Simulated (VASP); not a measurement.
# Zr3H (Pm-3m) in VASP: notebook

Runs on Zr3H. Level: PBE. Tasks: relaxation of cell and atoms, single point.

All numbers are computed with VASP 6.6.1; they aren't measurements. Logs are shortened: lines on timing, memory, paths and dates and some standing lists are left out, and cuts for length are marked.

## Step 1: The cell of the first run

Symmetry: Pm-3m, No. 221, cubic system. Conventional cell: a = 4.021 Å, b = 4.021 Å, c = 4.021 Å, α = 90.00°, β = 90.00°, γ = 90.00°. Zr (site symmetry 4/mmm) has 8 Zr at 2.84 Å and 4 H at 2.84 Å within 3.7 Å. H (site symmetry m-3m) has 12 Zr at 2.84 Å within 3.7 Å.

## Step 2: Relaxation of cell and atoms, PBE

File INCAR:

```
PREC     = Accurate       # precision mode
ENCUT    = 600            # plane-wave cutoff, eV
EDIFF    = 1E-7           # SCF threshold, eV
ISMEAR   = 0              # smearing method
SIGMA    = 0.1            # smearing width, eV
LREAL    = False          # projectors in reciprocal space
LASPH    = True           # aspherical terms in the spheres
NELM     = 80             # most SCF steps
ALGO     = Normal         # electronic algorithm
ISIF     = 3              # what is computed and relaxed
LWAVE    = False          # write WAVECAR
LCHARG   = False          # write CHGCAR
GGA      = PE             # functional
IBRION   = 2              # ionic algorithm
NSW      = 90             # ionic steps
EDIFFG   = -0.04          # ionic threshold
```

File KPOINTS:

```
Automatic mesh
0
Gamma
  4 4 4
```

File POSCAR:

```
Zr3H
1.0
    4.0209606000      0.0000000000      0.0000000000
    0.0000000000      4.0209606000      0.0000000000
    0.0000000000      0.0000000000      4.0209606000
Zr H
3 1
Direct
    0.5000000000      0.5000000000      0.0000000000
    0.5000000000      0.0000000000      0.5000000000
    0.0000000000      0.5000000000      0.5000000000
    0.0000000000      0.0000000000      0.0000000000
```

Potentials or basis: VASP PAW PBE potentials, release 64 (Zr_sv, H).

Run with:

```
> cat potpaw_PBE.64/Zr_sv/POTCAR potpaw_PBE.64/H/POTCAR > POTCAR
> mpirun -np 1 vasp_std > vasp.out
```

OUTCAR:

```text
PREC = Accurate
   ENCUT = 600
   EDIFF = 1E-7
   ISMEAR = 0
   LREAL = False
   LASPH = True
   NELM = 80
   ISIF = 3
   GGA = PE
   IBRION = 2
   NSW = 90
   EDIFFG = -0.04

 ion  position               nearest neighbor table
   1  0.500  0.500  0.000-   2 2.84   3 2.84   2 2.84   3 2.84   2 2.84   2 2.84   3 2.84   3 2.84

   2  0.500  0.000  0.500-   1 2.84   3 2.84   1 2.84   1 2.84   3 2.84   1 2.84   3 2.84   3 2.84

   3  0.000  0.500  0.500-   1 2.84   2 2.84   1 2.84   2 2.84   1 2.84   2 2.84   1 2.84   2 2.84

   4  0.000  0.000  0.000-

  LATTYP: Found a simple cubic cell.
 ALAT       =     4.0209606000

  Lattice vectors:

 A1 = (   4.0209606000,   0.0000000000,   0.0000000000)
 A2 = (   0.0000000000,   4.0209606000,   0.0000000000)
 A3 = (   0.0000000000,   0.0000000000,   4.0209606000)

Analysis of symmetry for initial positions (statically):
=====================================================================
 Subroutine PRICEL returns:
 Original cell was already a primitive cell.

 Routine SETGRP: Setting up the symmetry group for a
 simple cubic supercell.

 Subroutine GETGRP returns: Found 48 space group operations
 (whereof 48 operations were pure point group operations)
 out of a pool of 48 trial point group operations.

The static configuration has the point symmetry O_h .

Analysis of symmetry for dynamics (positions and initial velocities):
=====================================================================
 Subroutine PRICEL returns:
 Original cell was already a primitive cell.

 Routine SETGRP: Setting up the symmetry group for a
 simple cubic supercell.

 Subroutine GETGRP returns: Found 48 space group operations
 (whereof 48 operations were pure point group operations)
 out of a pool of 48 trial point group operations.

The dynamic configuration has the point symmetry O_h .

 Subroutine INISYM returns: Found 48 space group operations
 (whereof 48 operations are pure point group operations),
 and found     1 'primitive' translations

----------------------------------------------------------------------------------------

                                     Primitive cell

  volume of cell :      65.0114

  direct lattice vectors                    reciprocal lattice vectors
     4.020960600  0.000000000  0.000000000     0.248696792  0.000000000  0.000000000
     0.000000000  4.020960600  0.000000000     0.000000000  0.248696792  0.000000000
     0.000000000  0.000000000  4.020960600     0.000000000  0.000000000  0.248696792

  length of vectors
     4.020960600  4.020960600  4.020960600     0.248696792  0.248696792  0.248696792

  position of ions in fractional coordinates (direct lattice)
     0.500000000  0.500000000  0.000000000
     0.500000000  0.000000000  0.500000000
     0.000000000  0.500000000  0.500000000
     0.000000000  0.000000000  0.000000000

  ion indices of the primitive-cell ions
   primitive index   ion index
                 1           1
                 2           2
                 3           3
                 4           4

----------------------------------------------------------------------------------------

 KPOINTS: Automatic mesh

Automatic generation of k-mesh.
 Grid dimensions read from file:
 generate k-points for:    4    4    4

 Generating k-lattice:

  Cartesian coordinates                     Fractional coordinates (reciprocal lattice)
     0.062174198  0.000000000  0.000000000     0.250000000  0.000000000  0.000000000
     0.000000000  0.062174198  0.000000000     0.000000000  0.250000000  0.000000000
     0.000000000  0.000000000  0.062174198     0.000000000  0.000000000  0.250000000

  Length of vectors
     0.062174198  0.062174198  0.062174198

  Shift w.r.t. Gamma in fractional coordinates (k-lattice)
     0.000000000  0.000000000  0.000000000

 Subroutine IBZKPT returns following result:
 ===========================================

 Found     10 irreducible k-points:

 Following reciprocal coordinates:
            Coordinates               Weight
  0.000000  0.000000  0.000000      1.000000
  0.250000  0.000000  0.000000      6.000000
  0.500000  0.000000  0.000000      3.000000
  0.250000  0.250000  0.000000     12.000000
  0.500000  0.250000  0.000000     12.000000
  0.500000  0.500000  0.000000      3.000000
  0.250000  0.250000  0.250000      8.000000
  0.500000  0.250000  0.250000     12.000000
  0.500000  0.500000  0.250000      6.000000
  0.500000  0.500000  0.500000      1.000000
   k-points           NKPTS =     10   k-points in BZ     NKDIM =     10   number of bands    NBANDS=     22
   number of dos      NEDOS =    301   number of ions     NIONS =      4
   total plane-waves  NPLWV =  32768
   dimension x,y,z NGX =    32 NGY =   32 NGZ =   32
   dimension x,y,z NGXF=    64 NGYF=   64 NGZF=   64
   ions per type =               3   1
   NGX,Y,Z   is equivalent  to a cutoff of  13.23, 13.23, 13.23 a.u.
   NGXF,Y,Z  is equivalent  to a cutoff of  26.46, 26.46, 26.46 a.u.
 SYSTEM =  unknown system
   PREC   = accura    normal or accurate (medium, high low for compatibility)
   ISTART =      0    job   : 0-new  1-cont  2-samecut
   ICHARG =      2    charge: 1-file 2-atom 10-const
   ISPIN  =      1    spin polarized calculation?
   LNONCOLLINEAR =      F non collinear calculations
   LSORBIT =      F    spin-orbit coupling
   LASPH  =      T    aspherical Exc in radial PAW
   ENCUT  =  600.0 eV  44.10 Ry    6.64 a.u.   8.03  8.03  8.03*2*pi/ulx,y,z
   NELM   =     80;   NELMIN=  2; NELMDL= -5     # of ELM steps
   EDIFF  = 0.1E-06   stopping-criterion for ELM
   LREAL  =      F    real-space projection
   EDIFFG = -.4E-01   stopping-criterion for IOM
   NSW    =     90    number of steps for IOM
   IBRION =      2    ionic relax: 0-MD 1-quasi-New 2-CG
   NFREE  =      1    steps in history (QN), initial steepest desc. (CG)
   ISIF   =      3    stress and relaxation
   ISYM   =      2    0-nonsym 1-usesym 2-fastsym
   POTIM  = 0.5000    time-step for ionic-motion
   TEBEG  =    0.0;   TEEND  =   0.0 temperature during run
   PSTRESS=    0.0 pullay stress
   NELECT =      37.0000    total number of electrons
   NUPDOWN=      -1.0000    fix difference up-down
   EMIN   =  10.00;   EMAX   =-10.00  energy-range for DOS
   EFERMI =   0.00;   METHOD = LEGACY
   ISMEAR =     0;   SIGMA  =   0.10  broadening in eV -4-tet -1-fermi 0-gaus
   EFERMI_NEDOS =   21; number of points for ismear=-14 and -15
   IALGO  =     38    algorithm
   IMIX   =      4    mixing-type and parameters
     AMIX     =   0.40;   BMIX     =  1.00
     AMIX_MAG =   1.60;   BMIX_MAG =  1.00
  volume/ion in A,a.u.               =      16.25       109.68
  Fermi-wavevector in a.u.,A,eV,Ry     =   1.356685  2.563762 25.042793  1.840593
  Thomas-Fermi vector in A             =   2.483667
   LORBIT       =      0    0 simple, 1 ext, 2 COOP (PROOUT), +10 PAW based schemes
   GGA     = PE    functional components
   LHFCALC =     F    Hartree Fock is set to
   AEXX    =    0.0000 exact exchange contribution
   IVDW    =     0    specifies the selected vdW correction
   LEPSILON=     F    determine dielectric tensor
   LRPA    =     F    only Hartree local field effects (RPA)
 conjugate gradient relaxation of ions
 non-spin polarized calculation
 Gauss-broadening in eV      SIGMA  =   0.10
  energy-cutoff  :      600.00
  volume of cell :       65.01
 maximum number of plane-waves:      2178
   NGX = 17   NGY = 17   NGZ = 17

--------------------------------------- Ionic step        1  -------------------------------------------

 number of electron      37.0000001 magnetization

 Free energy of the ion-electron system (eV)
  ---------------------------------------------------
  ext. energy  EPLUGINS =         0.00000000
  ---------------------------------------------------
  free energy    TOTEN  =       -25.68930503 eV

  energy without entropy =      -25.65853929  energy(sigma->0) =      -25.67392216

------------------------ aborting loop because EDIFF is reached ----------------------------------------

  FORCE on cell =-STRESS in cart. coord.  units (eV):
  Direction    XX          YY          ZZ          XY          YZ          ZX
  --------------------------------------------------------------------------------------
  -------------------------------------------------------------------------------------
  Total        6.6153076      6.6153076      6.6153076     -0.0000000     -0.0000000      0.0000000
  in kB      163.0313691    163.0313691    163.0313691     -0.0000000     -0.0000000      0.0000000
  external PRESSURE =     163.0313691 kB  Pullay stress =       0.0000000 kB

 VOLUME and BASIS-vectors are now :
 -----------------------------------------------------------------------------
  energy-cutoff  :      600.00
  volume of cell :       65.01
      direct lattice vectors                 reciprocal lattice vectors
     4.020960600  0.000000000  0.000000000     0.248696792  0.000000000  0.000000000
     0.000000000  4.020960600  0.000000000     0.000000000  0.248696792  0.000000000
     0.000000000  0.000000000  4.020960600     0.000000000  0.000000000  0.248696792
[... 39 lines left out ...]
 POSITION                                       TOTAL-FORCE (eV/Angst)
 -----------------------------------------------------------------------------------
      2.17089      2.17089      0.00000        -0.000000      0.000000      0.000000
      2.17089     -0.00000      2.17089        -0.000000     -0.000000      0.000000
     -0.00000      2.17089      2.17089         0.000000     -0.000000      0.000000
      0.00000      0.00000      0.00000        -0.000000      0.000000      0.000000
 -----------------------------------------------------------------------------------
    total drift:                                0.000000     -0.000000     -0.000000

  FREE ENERGIE OF THE ION-ELECTRON SYSTEM (eV)
  ---------------------------------------------------
  free  energy   TOTEN  =       -26.1684813928 eV

  energy  without entropy=      -26.1412351714  energy(sigma->0) =      -26.15485828

--------------------------------------- Ionic step        3  -------------------------------------------

 number of electron      36.9999999 magnetization

 Free energy of the ion-electron system (eV)
  ---------------------------------------------------
  ext. energy  EPLUGINS =         0.00000000
  ---------------------------------------------------
  free energy    TOTEN  =       -26.23466846 eV

  energy without entropy =      -26.20345208  energy(sigma->0) =      -26.21906027

 E-fermi :   8.0001     XC(G=0): -10.7372

 val. band max:        7.9791576369   @ k =   0.5000   0.2500   0.0000
 cond. band min:       8.0313096033   @ k =   0.5000   0.0000   0.0000
 fundamental gap:      0.0521519664
 Fermi energy:         8.0000661738

 k-point     1 :       0.0000    0.0000    0.0000
  band No.  band energies     occupation
      1     -40.6751      2.00000
      2     -40.3817      2.00000
      3     -40.3817      2.00000
      4     -19.1597      2.00000
      5     -19.1597      2.00000
      6     -19.1597      2.00000
[... 14 lines left out ...]
     21      10.9380      0.00000
     22      10.9380      0.00000
[... 245 lines left out ...]
 POSITION                                       TOTAL-FORCE (eV/Angst)
 -----------------------------------------------------------------------------------
      2.12653      2.12653      0.00000        -0.000000     -0.000000      0.000000
      2.12653     -0.00000      2.12653        -0.000000      0.000000      0.000000
     -0.00000      2.12653      2.12653         0.000000     -0.000000      0.000000
      0.00000      0.00000      0.00000        -0.000000     -0.000000      0.000000
 -----------------------------------------------------------------------------------
    total drift:                                0.000000     -0.000000     -0.000000

  FREE ENERGIE OF THE ION-ELECTRON SYSTEM (eV)
  ---------------------------------------------------
  free  energy   TOTEN  =       -26.2346684576 eV

  energy  without entropy=      -26.2034520755  energy(sigma->0) =      -26.21906027

 reached required accuracy - stopping structural energy minimisation
```

Run time: 36 s. Hardware: 1 thread of Intel Xeon Platinum 8375C at 2.90GHz (Ice Lake), shared host; peak memory 0.18 GiB.

Results:

```yaml
Free_energy: -26.2347 eV
Relaxed_volume: 19.23 Å³/atom
Relaxed_cell: a = 4.253 Å, b = 4.253 Å, c = 4.253 Å, α = 90.00°, β = 90.00°, γ = 90.00°
Space_group_after_relaxing_to_0.05_Å: Pm-3m (No. 221)
Energy_gained_by_relaxing: 136.3 meV/atom
Ionic_steps: 3
Pressure_after_relaxing: 0.0 GPa
```

The path:
```tsv
step	energy change (eV)	largest force (eV/Å)	pressure (GPa)	volume (Å³)
1	0.0000	0.0000	16.30	65.01
2	-0.4792	0.0000	-4.16	81.85
3	-0.5454	0.0000	0.04	76.93
```

Final structure:
```
Zr H
1.0
     4.25307    0.00000    0.00000
     0.00000    4.25307    0.00000
     0.00000    0.00000    4.25307
Zr H
3 1
Direct
  0.50000 0.50000 0.00000
  0.50000 0.00000 0.50000
  0.00000 0.50000 0.50000
  0.00000 0.00000 0.00000
```

Caveat: the k points lie up to 0.37 Å⁻¹ apart in the final cell; the volume moved by over 15 % at a fixed basis, so the end points are rough.

## Step 3: Single point, PBE

This run uses another cell than the first one, of 19.09 Å³/atom, 1.174 times its volume.

File INCAR:

```
SYSTEM = Zr3H
  PREC = Accurate
  ENCUT = 520
  EDIFF = 1E-6
  ISMEAR = 0
  SIGMA = 0.1
  LREAL = .False.
  LASPH = .True.
  NELM = 60
  ALGO = Normal
  ISIF = 2
  LWAVE = .False.
  LCHARG = .False.
  GGA = PE
  NBANDS = 26
```

File KPOINTS:

```
regular mesh
0
Gamma
  12 12 12
  0 0 0
```

File POSCAR:

```
Zr3H
1.0
    4.2423732646      0.0000000000      0.0000000000
    0.0000000000      4.2423732646      0.0000000000
    0.0000000000      0.0000000000      4.2423732646
Zr H
3 1
Direct
    0.5000000000      0.5000000000      0.0000000000
    0.5000000000      0.0000000000      0.5000000000
    0.0000000000      0.5000000000      0.5000000000
    0.0000000000      0.0000000000      0.0000000000
```

Potentials or basis: VASP PAW PBE potentials, release 64 (Zr_sv, H).

Run with:

```
> cat potpaw_PBE.64/Zr_sv/POTCAR potpaw_PBE.64/H/POTCAR > POTCAR
> mpirun -np 1 vasp_std > vasp.out
```

Run time: 80 s. Hardware: 1 thread of Intel Xeon Platinum 8375C at 2.90GHz (Ice Lake), shared host; peak memory 0.26 GiB.

Results (log left out):

```yaml
Free_energy: -26.2480 eV
Pressure: 0.0 GPa
```

Levels at points of the mesh, in eV from the Fermi level:
| k point | band 17 | band 18 | band 19 | band 20 | band 21 | band 22 |
| --- | --- | --- | --- | --- | --- | --- |
| (0.00, 0.00, 0.00) | -1.71 | -1.71 | -1.71 | 2.38 | 3.02 | 3.02 |
| (0.50, 0.00, 0.00) | -0.36 | -0.36 | 0.11 | 0.95 | 0.95 | 1.72 |
| (0.50, 0.50, 0.00) | -0.55 | -0.27 | -0.22 | -0.22 | 1.08 | 1.08 |
| (0.50, 0.50, 0.50) | 0.82 | 0.82 | 0.82 | 1.91 | 1.91 | 1.91 |
